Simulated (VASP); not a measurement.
# Na (P6_3/mmc) in VASP: band structure with LDA

Aim: the band structure of Na with LDA.

Program: VASP 6.6.1. These are calculated values, not measurements. Logs are shortened: lines on timing, memory, paths and dates and some standing lists are left out, and cuts for length are marked.

### 1 The cell of the first run

The structure is hexagonal, space group P6_3/mmc (No. 194). The conventional cell has a = 3.767 Å, b = 3.767 Å, c = 6.154 Å, α = 90.00°, β = 90.00°, γ = 120.00°. Na (site symmetry -6m2) has 12 Na at 3.77 Å within 4.9 Å.

This isn't the form of Na at room conditions, which is bcc.

### 2 Band structure, LDA

File INCAR:

```
SYSTEM = Na
GGA = CA ; ISMEAR = 1
SIGMA = 0.05 ; LWAVE = .False.
LCHARG = .False. ; NBANDS = 32
PREC = Accurate ; LASPH = .True.
LREAL = .False. ; ALGO = Normal
EDIFF = 1E-7 ; NELM = 120
GGA_COMPAT = .False. ; ENCUT = 520
```

File KPOINTS:

```
Automatic mesh
0
Gamma
  19 19 10
  0 0 0
```

File KPOINTS_OPT:

```
path GMKGALHA,LM,KH
12
line-mode
reciprocal
 0.0000000000  0.0000000000  0.0000000000  G
 0.5000000000  0.0000000000  0.0000000000  M

 0.5000000000  0.0000000000  0.0000000000  M
 0.3333333333  0.3333333333  0.0000000000  K

 0.3333333333  0.3333333333  0.0000000000  K
 0.0000000000  0.0000000000  0.0000000000  G

 0.0000000000  0.0000000000  0.0000000000  G
 0.0000000000  0.0000000000  0.5000000000  A

 0.0000000000  0.0000000000  0.5000000000  A
 0.5000000000  0.0000000000  0.5000000000  L

 0.5000000000  0.0000000000  0.5000000000  L
 0.3333333333  0.3333333333  0.5000000000  H

 0.3333333333  0.3333333333  0.5000000000  H
 0.0000000000  0.0000000000  0.5000000000  A

 0.5000000000  0.0000000000  0.5000000000  L
 0.5000000000  0.0000000000  0.0000000000  M

 0.3333333333  0.3333333333  0.0000000000  K
 0.3333333333  0.3333333333  0.5000000000  H
```

File POSCAR:

```
Na
1.0
    3.7670000000      0.0000000000      0.0000000000
   -1.8835000000      3.2623176961      0.0000000000
    0.0000000000      0.0000000000      6.1540000000
Na
2
Direct
    0.6666666667      0.3333333333      0.7500000000
    0.3333333333      0.6666666667      0.2500000000
```

Potentials or basis: VASP PAW LDA potentials, release 64 (Na_pv).

Command:

```bash
cat potpaw_LDA.64/Na_pv/POTCAR > POTCAR
mpirun -np 1 vasp_std > vasp.out
```

OUTCAR:

```text
SYSTEM = Na
   GGA = CA
   ISMEAR = 1
   PREC = Accurate
   LASPH = .True.
   LREAL = .False.
   EDIFF = 1E-7
   NELM = 120
   ENCUT = 520

 ion  position               nearest neighbor table
   1  0.667  0.333  0.750-
   2  0.333  0.667  0.250-

  LATTYP: Found a hexagonal cell.
 ALAT       =     3.7670000000
 C/A-ratio  =     1.6336607380

  Lattice vectors:

 A1 = (   3.7670000000,   0.0000000000,   0.0000000000)
 A2 = (  -1.8835000000,   3.2623176961,   0.0000000000)
 A3 = (   0.0000000000,   0.0000000000,   6.1540000000)

Analysis of symmetry for initial positions (statically):
=====================================================================
 Subroutine PRICEL returns:
 Original cell was already a primitive cell.

 Routine SETGRP: Setting up the symmetry group for a
 hexagonal supercell.

 Subroutine GETGRP returns: Found 24 space group operations
 (whereof 12 operations were pure point group operations)
 out of a pool of 24 trial point group operations.

The static configuration has the point symmetry D_3d.
 The point group associated with its full space group is D_6h.

Analysis of symmetry for dynamics (positions and initial velocities):
=====================================================================
 Subroutine PRICEL returns:
 Original cell was already a primitive cell.

 Routine SETGRP: Setting up the symmetry group for a
 hexagonal supercell.

 Subroutine GETGRP returns: Found 24 space group operations
 (whereof 12 operations were pure point group operations)
 out of a pool of 24 trial point group operations.

The dynamic configuration has the point symmetry D_3d.
 The point group associated with its full space group is D_6h.

 Subroutine INISYM returns: Found 24 space group operations
 (whereof 12 operations are pure point group operations),
 and found     1 'primitive' translations

----------------------------------------------------------------------------------------

                                     Primitive cell

  volume of cell :      75.6274

  direct lattice vectors                    reciprocal lattice vectors
     3.767000000  0.000000000  0.000000000     0.265463233  0.153265269  0.000000000
    -1.883500000  3.262317696  0.000000000     0.000000000  0.306530538  0.000000000
     0.000000000  0.000000000  6.154000000     0.000000000  0.000000000  0.162495938

  length of vectors
     3.767000000  3.767000000  6.154000000     0.306530538  0.306530538  0.162495938

  position of ions in fractional coordinates (direct lattice)
     0.666666667  0.333333333  0.750000000
     0.333333333  0.666666667  0.250000000

  ion indices of the primitive-cell ions
   primitive index   ion index
                 1           1
                 2           2

----------------------------------------------------------------------------------------

 KPOINTS: Automatic mesh

Automatic generation of k-mesh.
 Grid dimensions read from file:
 generate k-points for:   19   19   10

 Generating k-lattice:

  Cartesian coordinates                     Fractional coordinates (reciprocal lattice)
     0.013971749  0.008066593  0.000000000     0.052631579  0.000000000  0.000000000
     0.000000000  0.016133186  0.000000000     0.000000000  0.052631579  0.000000000
     0.000000000  0.000000000  0.016249594     0.000000000  0.000000000  0.100000000

  Length of vectors
     0.016133186  0.016133186  0.016249594

  Shift w.r.t. Gamma in fractional coordinates (k-lattice)
     0.000000000  0.000000000  0.000000000

 Subroutine IBZKPT returns following result:
 ===========================================

 Found    240 irreducible k-points:

 Following reciprocal coordinates:
            Coordinates               Weight
  0.000000  0.000000  0.000000      1.000000
  0.052632 -0.000000  0.000000      6.000000
  0.105263 -0.000000  0.000000      6.000000
  0.157895  0.000000  0.000000      6.000000
  0.210526 -0.000000  0.000000      6.000000
  0.263158  0.000000  0.000000      6.000000
[... 16 lines left out ...]
  0.263158  0.105263  0.000000     12.000000
  0.315789  0.105263  0.000000     12.000000
 [... further k-points ...]
   k-points           NKPTS =    240   k-points in BZ     NKDIM =    240   number of bands    NBANDS=     32
   number of dos      NEDOS =    301   number of ions     NIONS =      2
   total plane-waves  NPLWV =  37632
   dimension x,y,z NGX =    28 NGY =   28 NGZ =   48
   dimension x,y,z NGXF=    56 NGYF=   56 NGZF=   96
   ions per type =               2
   NGX,Y,Z   is equivalent  to a cutoff of  12.36, 12.36, 12.97 a.u.
   NGXF,Y,Z  is equivalent  to a cutoff of  24.71, 24.71, 25.93 a.u.
 SYSTEM =  Na
   PREC   = accura    normal or accurate (medium, high low for compatibility)
   ISTART =      0    job   : 0-new  1-cont  2-samecut
   ICHARG =      2    charge: 1-file 2-atom 10-const
   ISPIN  =      1    spin polarized calculation?
   LNONCOLLINEAR =      F non collinear calculations
   LSORBIT =      F    spin-orbit coupling
   LASPH  =      T    aspherical Exc in radial PAW
   ENCUT  =  520.0 eV  38.22 Ry    6.18 a.u.   7.00  7.00 11.44*2*pi/ulx,y,z
   NELM   =    120;   NELMIN=  2; NELMDL= -5     # of ELM steps
   EDIFF  = 0.1E-06   stopping-criterion for ELM
   LREAL  =      F    real-space projection
   EDIFFG = 0.1E-05   stopping-criterion for IOM
   NSW    =      0    number of steps for IOM
   IBRION =     -1    ionic relax: 0-MD 1-quasi-New 2-CG
   NFREE  =      0    steps in history (QN), initial steepest desc. (CG)
   ISIF   =      2    stress and relaxation
   ISYM   =      2    0-nonsym 1-usesym 2-fastsym
   POTIM  = 0.5000    time-step for ionic-motion
   TEBEG  =    0.0;   TEEND  =   0.0 temperature during run

   SCALEE = 1.0000    scale energy and forces
   PSTRESS=    0.0 pullay stress
   NELECT =      14.0000    total number of electrons
   NUPDOWN=      -1.0000    fix difference up-down
   EMIN   =  10.00;   EMAX   =-10.00  energy-range for DOS
   EFERMI =   0.00;   METHOD = LEGACY
   ISMEAR =     1;   SIGMA  =   0.05  broadening in eV -4-tet -1-fermi 0-gaus
   EFERMI_NEDOS =   21; number of points for ismear=-14 and -15
   IALGO  =     38    algorithm
   IMIX   =      4    mixing-type and parameters
     AMIX     =   0.40;   BMIX     =  1.00
     AMIX_MAG =   1.60;   BMIX_MAG =  1.00
  volume/ion in A,a.u.               =      37.81       255.18
  Fermi-wavevector in a.u.,A,eV,Ry     =   0.933020  1.763153 11.844235  0.870527
  Thomas-Fermi vector in A             =   2.059678
   LORBIT       =      0    0 simple, 1 ext, 2 COOP (PROOUT), +10 PAW based schemes
   GGA     = CA    functional components
   LHFCALC =     F    Hartree Fock is set to
   AEXX    =    0.0000 exact exchange contribution
   IVDW    =     0    specifies the selected vdW correction
   LEPSILON=     F    determine dielectric tensor
   LRPA    =     F    only Hartree local field effects (RPA)

   CSHIFT  =0.1000    complex shift for real part using Kramers Kronig

   OMEGAMAX=  -1.0    maximum frequency
 non-spin polarized calculation
 Methfessel and Paxton  Order N= 1 SIGMA  =   0.05
  energy-cutoff  :      520.00
  volume of cell :       75.63
 maximum number of plane-waves:      2056
 NGX is ok and might be reduce to    28
   NGX = 13   NGY = 13   NGZ = 23

 number of electron      14.0000012 magnetization

 Free energy of the ion-electron system (eV)
  ---------------------------------------------------
  ext. energy  EPLUGINS =         0.00000000
  ---------------------------------------------------
  free energy    TOTEN  =        -2.88266015 eV

  energy without entropy =       -2.88262026  energy(sigma->0) =       -2.88264685

 E-fermi :   0.1187     XC(G=0):  -6.6720

 val. band max:        0.0968987725   @ k =   0.3684   0.0526   0.5000
 cond. band min:       0.1236721560   @ k =   0.3684   0.1579   0.2000
 fundamental gap:      0.0267733835
 Fermi energy:         0.1187125077

 k-point     1 :       0.0000    0.0000    0.0000
  band No.  band energies     occupation
      1     -24.8829      2.00000
      2     -24.8545      2.00000
      3     -24.8545      2.00000
      4     -24.8498      2.00000
      5     -24.8498      2.00000
      6     -24.8498      2.00000
[... 11 lines left out ...]
     18      13.0900      0.00000
     19      13.0900      0.00000

 k-point     2 :       0.0526   -0.0000    0.0000
  band No.  band energies     occupation
      1     -24.8826      2.00000
      2     -24.8552      2.00000
      3     -24.8547      2.00000
      4     -24.8505      2.00000
      5     -24.8499      2.00000
      6     -24.8499      2.00000
[... 11 lines left out ...]
     18      12.5039      0.00000
     19      12.7571      0.00000

 k-point     3 :       0.1053   -0.0000    0.0000
  band No.  band energies     occupation
      1     -24.8818      2.00000
      2     -24.8571      2.00000
      3     -24.8553      2.00000
      4     -24.8525      2.00000
      5     -24.8503      2.00000
      6     -24.8502      2.00000
[... 11 lines left out ...]
     18      12.5430      0.00000
     19      12.6326      0.00000

 k-point     4 :       0.1579    0.0000    0.0000
  band No.  band energies     occupation
      1     -24.8804      2.00000
      2     -24.8601      2.00000
      3     -24.8563      2.00000
      4     -24.8556      2.00000
      5     -24.8508      2.00000
      6     -24.8508      2.00000
[... 407 lines left out ...]
     18      13.2961      0.00000
     19      13.3195      0.00000

 k-point    23 :       0.2632    0.1053    0.0000
  band No.  band energies     occupation
      1     -24.8734      2.00000
      2     -24.8719      2.00000
      3     -24.8684      2.00000
      4     -24.8604      2.00000
      5     -24.8545      2.00000
      6     -24.8543      2.00000
[... 11 lines left out ...]
     18      13.4048      0.00000
     19      13.6740      0.00000

 k-point    24 :       0.3158    0.1053    0.0000
  band No.  band energies     occupation
      1     -24.8752      2.00000
      2     -24.8711      2.00000
      3     -24.8710      2.00000
      4     -24.8619      2.00000
      5     -24.8556      2.00000
      6     -24.8553      2.00000
[... 11 lines left out ...]
     18      13.1915      0.00000
     19      14.0852      0.00000

 [... further k-points ...]

 [bands above 19 left out]

------------------------ aborting loop because EDIFF is reached ----------------------------------------

  FORCE on cell =-STRESS in cart. coord.  units (eV):
  Direction    XX          YY          ZZ          XY          YZ          ZX
  --------------------------------------------------------------------------------------
  -------------------------------------------------------------------------------------
  Total       -0.4138088     -0.4138088     -0.4827089      0.0000000      0.0000000      0.0000000
  in kB       -8.7665939     -8.7665939    -10.2262530      0.0000000      0.0000000      0.0000000
  external PRESSURE =      -9.2531469 kB  Pullay stress =       0.0000000 kB

 VOLUME and BASIS-vectors are now :
 -----------------------------------------------------------------------------
  energy-cutoff  :      520.00
  volume of cell :       75.63
      direct lattice vectors                 reciprocal lattice vectors
     3.767000000  0.000000000  0.000000000     0.265463233  0.153265269  0.000000000
    -1.883500000  3.262317696  0.000000000     0.000000000  0.306530538  0.000000000
     0.000000000  0.000000000  6.154000000     0.000000000  0.000000000  0.162495938

 POSITION                                       TOTAL-FORCE (eV/Angst)
 -----------------------------------------------------------------------------------
      1.88350      1.08744      4.61550         0.000000      0.000000      0.000000
     -0.00000      2.17488      1.53850        -0.000000      0.000000      0.000000
 -----------------------------------------------------------------------------------
    total drift:                                0.000000     -0.000000      0.000000

  FREE ENERGIE OF THE ION-ELECTRON SYSTEM (eV)
  ---------------------------------------------------
  free  energy   TOTEN  =        -2.8826601463 eV

  energy  without entropy=       -2.8826202561  energy(sigma->0) =       -2.88264685
```

Wall time 7.5 min (1 thread of Intel Xeon 6975P-C (Granite Rapids), shared host); peak memory 0.68 GiB.

Results:

```
Free energy             : -2.8827 eV
Pressure                : -0.9 GPa
Band gap along the path : zero within the smearing
```

Stress tensor (GPa, compression positive):
```
-0.88  0.00  0.00
 0.00 -0.88  0.00
 0.00  0.00 -1.02
```

Levels at the corners of the path, in eV from the Fermi level:
| point | band 3 | band 4 | band 5 | band 6 | band 7 | band 8 | band 9 | band 10 |
| --- | --- | --- | --- | --- | --- | --- | --- | --- |
| Γ | -24.97 | -24.97 | -24.97 | -24.97 | -3.25 | 0.56 | 0.88 | 9.83 |
| M | -24.99 | -24.98 | -24.98 | -24.97 | 0.25 | 0.31 | 3.81 | 3.86 |
| M | -24.99 | -24.98 | -24.98 | -24.97 | 0.25 | 0.31 | 3.81 | 3.86 |
| K | -24.99 | -24.98 | -24.98 | -24.98 | 1.32 | 1.45 | 1.45 | 4.87 |
| K | -24.99 | -24.98 | -24.98 | -24.98 | 1.32 | 1.45 | 1.45 | 4.87 |
| Γ | -24.97 | -24.97 | -24.97 | -24.97 | -3.25 | 0.56 | 0.88 | 9.83 |
| Γ | -24.97 | -24.97 | -24.97 | -24.97 | -3.25 | 0.56 | 0.88 | 9.83 |
| A | -24.97 | -24.97 | -24.97 | -24.97 | -2.24 | -2.24 | 5.42 | 5.42 |
| A | -24.97 | -24.97 | -24.97 | -24.97 | -2.24 | -2.24 | 5.42 | 5.42 |
| L | -24.98 | -24.98 | -24.98 | -24.98 | 1.05 | 1.05 | 1.46 | 1.46 |
| L | -24.98 | -24.98 | -24.98 | -24.98 | 1.05 | 1.05 | 1.46 | 1.46 |
| H | -24.99 | -24.99 | -24.97 | -24.97 | 2.04 | 2.04 | 2.24 | 2.24 |
| H | -24.99 | -24.99 | -24.97 | -24.97 | 2.04 | 2.04 | 2.24 | 2.24 |
| A | -24.97 | -24.97 | -24.97 | -24.97 | -2.24 | -2.24 | 5.42 | 5.42 |
| L | -24.98 | -24.98 | -24.98 | -24.98 | 1.05 | 1.05 | 1.46 | 1.46 |
| M | -24.99 | -24.98 | -24.98 | -24.97 | 0.25 | 0.31 | 3.81 | 3.86 |
| K | -24.99 | -24.98 | -24.98 | -24.98 | 1.32 | 1.45 | 1.45 | 4.87 |
| H | -24.99 | -24.99 | -24.97 | -24.97 | 2.04 | 2.04 | 2.24 | 2.24 |
